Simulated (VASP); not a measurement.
# Al2Cu (P4_2/nmc) in VASP: relaxation of cell and atoms with PBE

Aim: the relaxation of cell and atoms of Al2Cu with PBE.

Everything below comes from runs of VASP 6.6.1. Logs are shortened: lines on timing, memory, paths and dates and some standing lists are left out, and cuts for length are marked.

**1. The cell of the first run**

The structure is tetragonal, space group P4_2/nmc (No. 137). Conventional cell: a = 4.073 Å, b = 4.073 Å, c = 5.864 Å, α = 90.00°, β = 90.00°, γ = 90.00°. Within 3.1 Å of Al (site symmetry 2mm) lie 4 Cu at 2.36 to 2.68 Å and 6 Al at 2.93 Å. Within 3.1 Å of Cu (site symmetry -4m2) lie 8 Al at 2.36 to 2.68 Å.

**2. Relaxation of cell and atoms, PBE**

The input, INCAR:

```
PREC = Accurate ; ENCUT = 600
EDIFF = 1E-6 ; ISMEAR = 0
SIGMA = 0.1 ; LREAL = F
LASPH = T ; NELM = 60
ALGO = Fast ; ISIF = 3
LWAVE = F ; LCHARG = F
GGA = PE ; IBRION = 2
NSW = 90 ; EDIFFG = -0.04
```

The input, KPOINTS:

```
regular mesh
0
Gamma
  4 4 4
```

The input, POSCAR:

```
Al2Cu
1.0
    4.0730147447      0.0000000000      0.0000000000
    0.0000000000      4.0730147447      0.0000000000
    0.0000000000      0.0000000000      5.8635736863
Al Cu
4 2
Direct
    0.0000000000      0.5000000000      0.2030000000
    0.0000000000      0.5000000000      0.7030000000
    0.5000000000      0.0000000000      0.2970000000
    0.5000000000      0.0000000000      0.7970000000
    0.0000000000      0.0000000000      0.0000000000
    0.5000000000      0.5000000000      0.5000000000
```

Potentials or basis: VASP PAW PBE potentials, release 64 (Al, Cu).

On the command line:

```
cat potpaw_PBE.64/Al/POTCAR potpaw_PBE.64/Cu/POTCAR > POTCAR
mpirun -np 1 vasp_std > vasp.out
```

OUTCAR:

```text
PREC = Accurate
   ENCUT = 600
   EDIFF = 1E-6
   ISMEAR = 0
   LREAL = F
   LASPH = T
   NELM = 60
   ISIF = 3
   GGA = PE
   IBRION = 2
   NSW = 90
   EDIFFG = -0.04

 ion  position               nearest neighbor table
   1  0.000  0.500  0.203-   5 2.36   5 2.36   6 2.68   6 2.68   2 2.93   2 2.93   3 2.93   3 2.93
                             3 2.93   3 2.93
   2  0.000  0.500  0.703-   6 2.36   6 2.36   5 2.68   5 2.68   1 2.93   1 2.93   4 2.93   4 2.93
                             4 2.93   4 2.93
   3  0.500  0.000  0.297-   6 2.36   6 2.36   5 2.68   5 2.68   4 2.93   4 2.93   1 2.93   1 2.93
                             1 2.93   1 2.93
   4  0.500  0.000  0.797-   5 2.36   5 2.36   6 2.68   6 2.68   3 2.93   3 2.93   2 2.93   2 2.93
                             2 2.93   2 2.93
   5  0.000  0.000  0.000-   1 2.36   4 2.36   1 2.36   4 2.36   3 2.68   2 2.68   3 2.68   2 2.68

   6  0.500  0.500  0.500-   2 2.36   3 2.36   3 2.36   2 2.36   1 2.68   4 2.68   1 2.68   4 2.68

  LATTYP: Found a simple tetragonal cell.
 ALAT       =     4.0730147447
 C/A-ratio  =     1.4396151386

  Lattice vectors:

 A1 = (   4.0730147447,   0.0000000000,   0.0000000000)
 A2 = (   0.0000000000,   4.0730147447,   0.0000000000)
 A3 = (   0.0000000000,   0.0000000000,   5.8635736863)

Analysis of symmetry for initial positions (statically):
=====================================================================
 Subroutine PRICEL returns:
 Original cell was already a primitive cell.

 Routine SETGRP: Setting up the symmetry group for a
 simple tetragonal supercell.

 Subroutine GETGRP returns: Found 16 space group operations
 (whereof  8 operations were pure point group operations)
 out of a pool of 16 trial point group operations.

The static configuration has the point symmetry D_2d.
 The point group associated with its full space group is D_4h.

Analysis of symmetry for dynamics (positions and initial velocities):
=====================================================================
 Subroutine PRICEL returns:
 Original cell was already a primitive cell.

 Routine SETGRP: Setting up the symmetry group for a
 simple tetragonal supercell.

 Subroutine GETGRP returns: Found 16 space group operations
 (whereof  8 operations were pure point group operations)
 out of a pool of 16 trial point group operations.

The dynamic configuration has the point symmetry D_2d.
 The point group associated with its full space group is D_4h.

 Subroutine INISYM returns: Found 16 space group operations
 (whereof  8 operations are pure point group operations),
 and found     1 'primitive' translations

----------------------------------------------------------------------------------------

                                     Primitive cell

  volume of cell :      97.2735

  direct lattice vectors                    reciprocal lattice vectors
     4.073014745  0.000000000  0.000000000     0.245518384  0.000000000  0.000000000
     0.000000000  4.073014745  0.000000000     0.000000000  0.245518384  0.000000000
     0.000000000  0.000000000  5.863573686     0.000000000  0.000000000  0.170544459

  length of vectors
     4.073014745  4.073014745  5.863573686     0.245518384  0.245518384  0.170544459

  position of ions in fractional coordinates (direct lattice)
     0.000000000  0.500000000  0.203000000
     0.000000000  0.500000000  0.703000000
     0.500000000  0.000000000  0.297000000
     0.500000000  0.000000000  0.797000000
     0.000000000  0.000000000  0.000000000
     0.500000000  0.500000000  0.500000000

  ion indices of the primitive-cell ions
   primitive index   ion index
                 1           1
                 2           2
                 3           3
                 4           4
                 5           5
                 6           6

----------------------------------------------------------------------------------------

 KPOINTS: regular mesh

Automatic generation of k-mesh.
 Grid dimensions read from file:
 generate k-points for:    4    4    4

 Generating k-lattice:

  Cartesian coordinates                     Fractional coordinates (reciprocal lattice)
     0.061379596  0.000000000  0.000000000     0.250000000  0.000000000  0.000000000
     0.000000000  0.061379596  0.000000000     0.000000000  0.250000000  0.000000000
     0.000000000  0.000000000  0.042636115     0.000000000  0.000000000  0.250000000

  Length of vectors
     0.061379596  0.061379596  0.042636115

  Shift w.r.t. Gamma in fractional coordinates (k-lattice)
     0.000000000  0.000000000  0.000000000

 Subroutine IBZKPT returns following result:
 ===========================================

 Found     18 irreducible k-points:

 Following reciprocal coordinates:
            Coordinates               Weight
  0.000000  0.000000  0.000000      1.000000
  0.250000  0.000000  0.000000      4.000000
  0.500000  0.000000  0.000000      2.000000
  0.250000  0.250000  0.000000      4.000000
  0.500000  0.250000  0.000000      4.000000
  0.500000  0.500000  0.000000      1.000000
[... 10 lines left out ...]
  0.500000  0.250000  0.500000      4.000000
  0.500000  0.500000  0.500000      1.000000
   k-points           NKPTS =     18   k-points in BZ     NKDIM =     18   number of bands    NBANDS=     21
   number of dos      NEDOS =    301   number of ions     NIONS =      6
   total plane-waves  NPLWV =  62208
   dimension x,y,z NGX =    36 NGY =   36 NGZ =   48
   dimension x,y,z NGXF=    72 NGYF=   72 NGZF=   96
   ions per type =               4   2
   NGX,Y,Z   is equivalent  to a cutoff of  14.69, 14.69, 13.61 a.u.
   NGXF,Y,Z  is equivalent  to a cutoff of  29.39, 29.39, 27.22 a.u.
 SYSTEM =  unknown system
   PREC   = accura    normal or accurate (medium, high low for compatibility)
   ISTART =      0    job   : 0-new  1-cont  2-samecut
   ICHARG =      2    charge: 1-file 2-atom 10-const
   ISPIN  =      1    spin polarized calculation?
   LNONCOLLINEAR =      F non collinear calculations
   LSORBIT =      F    spin-orbit coupling
   LASPH  =      T    aspherical Exc in radial PAW
   ENCUT  =  600.0 eV  44.10 Ry    6.64 a.u.   8.13  8.13 11.71*2*pi/ulx,y,z
   NELM   =     60;   NELMIN=  2; NELMDL= -5     # of ELM steps
   EDIFF  = 0.1E-05   stopping-criterion for ELM
   LREAL  =      F    real-space projection
   EDIFFG = -.4E-01   stopping-criterion for IOM
   NSW    =     90    number of steps for IOM
   IBRION =      2    ionic relax: 0-MD 1-quasi-New 2-CG
   NFREE  =      1    steps in history (QN), initial steepest desc. (CG)
   ISIF   =      3    stress and relaxation
   ISYM   =      2    0-nonsym 1-usesym 2-fastsym
   POTIM  = 0.5000    time-step for ionic-motion
   TEBEG  =    0.0;   TEEND  =   0.0 temperature during run
   PSTRESS=    0.0 pullay stress
   NELECT =      34.0000    total number of electrons
   NUPDOWN=      -1.0000    fix difference up-down
   EMIN   =  10.00;   EMAX   =-10.00  energy-range for DOS
   EFERMI =   0.00;   METHOD = LEGACY
   ISMEAR =     0;   SIGMA  =   0.10  broadening in eV -4-tet -1-fermi 0-gaus
   EFERMI_NEDOS =   21; number of points for ismear=-14 and -15
   IALGO  =     68    algorithm
   IMIX   =      4    mixing-type and parameters
     AMIX     =   0.40;   BMIX     =  1.00
     AMIX_MAG =   1.60;   BMIX_MAG =  1.00
  volume/ion in A,a.u.               =      16.21       109.41
  Fermi-wavevector in a.u.,A,eV,Ry     =   1.153196  2.179224 18.093849  1.329860
  Thomas-Fermi vector in A             =   2.289841
   LORBIT       =      0    0 simple, 1 ext, 2 COOP (PROOUT), +10 PAW based schemes
   GGA     = PE    functional components
   LHFCALC =     F    Hartree Fock is set to
   AEXX    =    0.0000 exact exchange contribution
   IVDW    =     0    specifies the selected vdW correction
   LEPSILON=     F    determine dielectric tensor
   LRPA    =     F    only Hartree local field effects (RPA)
 conjugate gradient relaxation of ions
 non-spin polarized calculation
 RMM-DIIS sequential band-by-band and
 Gauss-broadening in eV      SIGMA  =   0.10
  energy-cutoff  :      600.00
  volume of cell :       97.27
 maximum number of plane-waves:      3272
 NGX is ok and might be reduce to    36
   NGX = 17   NGY = 17   NGZ = 23

--------------------------------------- Ionic step        1  -------------------------------------------

 number of electron      33.9999986 magnetization

 Free energy of the ion-electron system (eV)
  ---------------------------------------------------
  ext. energy  EPLUGINS =         0.00000000
  ---------------------------------------------------
  free energy    TOTEN  =       -22.88028398 eV

  energy without entropy =      -22.87509622  energy(sigma->0) =      -22.87769010

------------------------ aborting loop because EDIFF is reached ----------------------------------------

  FORCE on cell =-STRESS in cart. coord.  units (eV):
  Direction    XX          YY          ZZ          XY          YZ          ZX
  --------------------------------------------------------------------------------------
  -------------------------------------------------------------------------------------
  Total        1.0954260      1.0954260      1.2375874      0.0000000     -0.0000000      0.0000000
  in kB       18.0426061     18.0426061     20.3841260      0.0000000     -0.0000000      0.0000000
  external PRESSURE =      18.8231127 kB  Pullay stress =       0.0000000 kB

 VOLUME and BASIS-vectors are now :
 -----------------------------------------------------------------------------
  energy-cutoff  :      600.00
  volume of cell :       97.27
      direct lattice vectors                 reciprocal lattice vectors
     4.073014745  0.000000000  0.000000000     0.245518384  0.000000000  0.000000000
     0.000000000  4.073014745  0.000000000     0.000000000  0.245518384  0.000000000
     0.000000000  0.000000000  5.863573686     0.000000000  0.000000000  0.170544459
[... 121 lines left out ...]
 POSITION                                       TOTAL-FORCE (eV/Angst)
 -----------------------------------------------------------------------------------
      4.13560      2.06780      1.38061         0.000000     -0.000000      0.377649
      4.13560      2.06780      4.37584         0.000000     -0.000000      0.377649
      2.06780     -0.00000      1.61461         0.000000      0.000000     -0.377649
      2.06780      4.13560      4.60983         0.000000      0.000000     -0.377649
      4.13560      4.13560      0.00000         0.000000      0.000000     -0.000000
      2.06780      2.06780      2.99522         0.000000      0.000000     -0.000000
 -----------------------------------------------------------------------------------
    total drift:                                0.000000      0.000000      0.000000

  FREE ENERGIE OF THE ION-ELECTRON SYSTEM (eV)
  ---------------------------------------------------
  free  energy   TOTEN  =       -23.2838040084 eV

  energy  without entropy=      -23.2792436036  energy(sigma->0) =      -23.28152381

--------------------------------------- Ionic step        5  -------------------------------------------

 number of electron      33.9999989 magnetization

 Free energy of the ion-electron system (eV)
  ---------------------------------------------------
  ext. energy  EPLUGINS =         0.00000000
  ---------------------------------------------------
  free energy    TOTEN  =       -23.45495116 eV

  energy without entropy =      -23.44937918  energy(sigma->0) =      -23.45216517

 E-fermi :   6.9859     XC(G=0): -10.3861

 val. band max:        6.9700211927   @ k =   0.5000   0.5000   0.0000
 cond. band min:       7.1079059553   @ k =   0.2500   0.2500   0.5000
 fundamental gap:      0.1378847626
 Fermi energy:         6.9859028782

 k-point     1 :       0.0000    0.0000    0.0000
  band No.  band energies     occupation
      1      -3.2359      2.00000
      2       0.4865      2.00000
      3       1.0876      2.00000
      4       1.8858      2.00000
      5       2.3713      2.00000
      6       2.3713      2.00000
[... 13 lines left out ...]
     20       9.6740      0.00000
     21       9.8761      0.00000
[... 428 lines left out ...]
 POSITION                                       TOTAL-FORCE (eV/Angst)
 -----------------------------------------------------------------------------------
      0.00000      2.02432      1.47333        -0.000000     -0.000000      0.028866
      0.00000      2.02432      4.43546        -0.000000     -0.000000      0.028866
      2.02432      4.04864      1.48880        -0.000000      0.000000     -0.028866
      2.02432     -0.00000      4.45093        -0.000000      0.000000     -0.028866
      0.00000     -0.00000      0.00000        -0.000000     -0.000000      0.000000
      2.02432      2.02432      2.96213         0.000000      0.000000      0.000000
 -----------------------------------------------------------------------------------
    total drift:                                0.000000      0.000000      0.000000

  FREE ENERGIE OF THE ION-ELECTRON SYSTEM (eV)
  ---------------------------------------------------
  free  energy   TOTEN  =       -23.4549511629 eV

  energy  without entropy=      -23.4493791789  energy(sigma->0) =      -23.45216517

 reached required accuracy - stopping structural energy minimisation
```

Run time: 4.8 min. Hardware: 1 thread of AMD EPYC 9R45 (Zen 5), shared host; peak memory 0.22 GiB.

Results:

```
Free energy                            : -23.4550 eV
Relaxed volume                         : 16.18 Å³/atom
Relaxed cell                           : a = 4.049 Å, b = 4.049 Å, c = 5.924 Å, α = 90.00°, β = 90.00°, γ = 90.00°
Space group after relaxing (to 0.05 Å) : I4/mmm (No. 139)
Energy gained by relaxing              : 95.8 meV/atom
Ionic steps                            : 5
Pressure after relaxing                : 0.0 GPa
Largest force after relaxing           : 0.029 eV/Å
Band gap on the k mesh                 : zero (band 17 reaches 8.55 eV, above the bottom of band 18 at 4.41 eV)
```

Forces on the atoms (eV/Å):
```
Al   0.000  0.000  0.029
Al   0.000  0.000  0.029
Al   0.000  0.000 -0.029
Al   0.000  0.000 -0.029
Cu   0.000  0.000  0.000
Cu   0.000  0.000  0.000
```

Stress tensor (GPa, compression positive):
```
 0.02  0.00  0.00
 0.00  0.02  0.00
 0.00  0.00 -0.09
```

The path:
| step | energy change (eV) | largest force (eV/Å) | pressure (GPa) | volume (Å³) |
| --- | --- | --- | --- | --- |
| 1 | 0.0000 | 1.0259 | 1.88 | 97.27 |
| 2 | -0.1827 | 0.7884 | -1.37 | 99.98 |
| 3 | -0.2863 | 0.4706 | -5.20 | 104.28 |
| 4 | -0.4035 | 0.3776 | -4.40 | 102.46 |
| 5 | -0.5747 | 0.0289 | -0.02 | 97.11 |

Final structure:
```yaml
crystal:
  lattice:
    - [4.04864, 0.00000, 0.00000]
    - [0.00000, 4.04864, 0.00000]
    - [0.00000, 0.00000, 5.92426]
  atoms:
    - { symbol: Al, position: [0.00000, 0.50000, 0.24869] }
    - { symbol: Al, position: [0.00000, 0.50000, 0.74869] }
    - { symbol: Al, position: [0.50000, 0.00000, 0.25131] }
    - { symbol: Al, position: [0.50000, 0.00000, 0.75131] }
    - { symbol: Cu, position: [0.00000, 0.00000, 0.00000] }
    - { symbol: Cu, position: [0.50000, 0.50000, 0.50000] }
```

Levels at points of the mesh, in eV from the Fermi level:
```
           k point  band 14  band 15  band 16  band 17  band 18  band 19  band 20  band 21
(0.00, 0.00, 0.00)    -1.93    -1.93     0.38     1.57     2.58     2.59     2.69     2.89
(0.50, 0.00, 0.00)    -2.99    -2.91    -2.91     0.40     0.40     2.50     2.50     4.12
(0.50, 0.50, 0.00)    -3.76    -2.26    -2.26    -2.01    -2.01    -0.02    -0.02     1.37
(0.00, 0.00, 0.50)    -0.91    -0.56    -0.56    -0.56    -0.56     1.03     1.03     2.45
(0.50, 0.00, 0.50)    -3.98     0.34     0.34     0.64     0.64     2.56     2.58     2.83
(0.50, 0.50, 0.50)    -3.64    -3.64    -3.64    -2.58    -2.58     3.67     3.67     3.67
```

Caveat: the k points lie up to 0.39 Å⁻¹ apart in the final cell.
